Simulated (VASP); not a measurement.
A run of VASP 6.6.1 is set up as follows.

File INCAR:

```
SYSTEM = Si5O
PREC = Accurate ; ENCUT = 600
EDIFF = 1E-7 ; ISMEAR = 0
SIGMA = 0.1 ; LREAL = .FALSE.
LASPH = .TRUE. ; NELM = 60
ALGO = Normal ; ISIF = 3
LWAVE = .FALSE. ; LCHARG = .FALSE.
GGA = PE ; IBRION = 2
NSW = 90 ; EDIFFG = -0.04
```

The input KPOINTS:

```
Automatic mesh
0
G
  6 6 6
  0 0 0
```

File POSCAR:

```
Si5O
1.0
   -2.4694467100      2.4694467100      2.6190988500
    2.4694467100     -2.4694467100      2.6190988500
    2.4694467100      2.4694467100     -2.6190988500
Si O
5 1
Direct
    0.5000000000      0.5000000000      0.5000000000
    0.0000000000      0.0000000000      0.5000000000
    0.5000000000      0.0000000000      0.0000000000
    0.0000000000      0.5000000000      0.0000000000
    0.0000000000      0.0000000000      0.0000000000
    0.5000000000      0.5000000000      0.0000000000
```

Potentials or basis: VASP PAW PBE potentials, release 64 (Si, O).

Launch:

```sh
$ cat potpaw_PBE.64/Si/POTCAR potpaw_PBE.64/O/POTCAR > POTCAR
$ mpirun -np 1 vasp_std > vasp.out
```

**Question.** What does it give for the space group after relaxing (to 0.1 Å)?

**Answer.** I4/mmm (No. 139).

**Question.** Predict the relaxed volume.

**Answer.** 14.89 Å³/atom.

**Question.** Estimate the relaxed cell.

**Answer.** a = 4.896 Å, b = 4.896 Å, c = 4.896 Å, α = 113.12°, β = 113.12°, γ = 102.40°.

Final structure:
```cif
data_structure
_symmetry_space_group_name_H-M 'P 1'
_symmetry_Int_Tables_number 1
_cell_length_a 4.8965
_cell_length_b 4.8965
_cell_length_c 4.8965
_cell_angle_alpha 113.116
_cell_angle_beta 113.116
_cell_angle_gamma 102.404
_cell_volume 89.36
loop_
_atom_site_label
_atom_site_type_symbol
_atom_site_fract_x
_atom_site_fract_y
_atom_site_fract_z
_atom_site_occupancy
Si1 Si 0.50000 0.50000 0.50000 1
Si2 Si 0.00000 0.00000 0.50000 1
Si3 Si 0.50000 0.00000 0.00000 1
Si4 Si 0.00000 0.50000 0.00000 1
Si5 Si 0.00000 0.00000 0.00000 1
O1 O 0.50000 0.50000 0.00000 1
```

Caveat: the volume moved by over 15 % at a fixed basis, so the end points are rough.
